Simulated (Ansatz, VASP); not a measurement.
**One calculation of HfO2, two programs**

File INCAR:

```
SYSTEM = HfO2
ALGO = Normal
EDIFF = 1E-6
ENCUT = 520
GGA = PE
ISIF = 2
ISMEAR = 0
LASPH = .True.
LCHARG = .True.
LELF = .True.
LREAL = .False.
LVHAR = .True.
LWAVE = .False.
NBANDS = 18
NELM = 100
PREC = Accurate
SIGMA = 0.05
```

File KPOINTS:

```
k-points
0
Gamma
  8 8 8
  0 0 0
```

File POSCAR:

```
HfO2
1.0
    0.0000000000      2.5575000000      2.5575000000
    2.5575000000      0.0000000000      2.5575000000
    2.5575000000      2.5575000000      0.0000000000
Hf O
1 2
Direct
   -0.1173020528     -0.1173020528     -0.0485881012
    0.2500000000      0.2500000000      0.2500000000
    0.7500000000      0.7500000000      0.7500000000
```

Input for Ansatz:

```yaml
crystal:
  lattice:
    - [0.0, 2.5575, 2.5575]
    - [2.5575, 0.0, 2.5575]
    - [2.5575, 2.5575, 0.0]
  atoms:
    - { symbol: Hf, position: [-0.1173020528, -0.1173020528, -0.0485881012] }
    - { symbol: O, position: [0.25, 0.25, 0.25] }
    - { symbol: O, position: [0.75, 0.75, 0.75] }
basis:
  ecutwfc: 420
kpoints:
  mp_grid: { grid: [8, 8, 8] }
hamiltonian:
  xc: pbe
scf:
  occupations: { method: gaussian, width: 0.05 }
output:
  forces: true
  stress: true
  eigenvalues: true
```

Alike in both runs: task single point; functional PBE; k mesh 8 × 8 × 8; occupations gaussian, width 0.05 eV; no spin polarisation.

|  | VASP | Ansatz |
| --- | --- | --- |
| version | VASP 6.6.1 | Ansatz 0.2.0 |
| potentials or method | VASP PAW PBE potentials, release 64 (Hf_pv, O), cutoff 520 eV | scalar-relativistic, plane waves, PAW |
| valence electrons in the cell | 22 | 38 |

|  | VASP | Ansatz | Ansatz less VASP |
| --- | --- | --- | --- |
| gap on the k mesh at the Fermi level (eV) | 4.14 | 4.11 | -0.038 |
| least direct gap on the mesh (eV) | 4.43 | 4.38 | -0.052 |
| rms of the force components (eV/Å) | 25.627 | 23.119 | -2.5081 |

Atom by atom the forces differ by 2.510 eV/Å (rms over components). VASP's potentials hold 22 valence electrons a cell and Ansatz's 38, so a difference there can come from the potentials and not from the codes.

Neither program's run includes spin-orbit coupling.
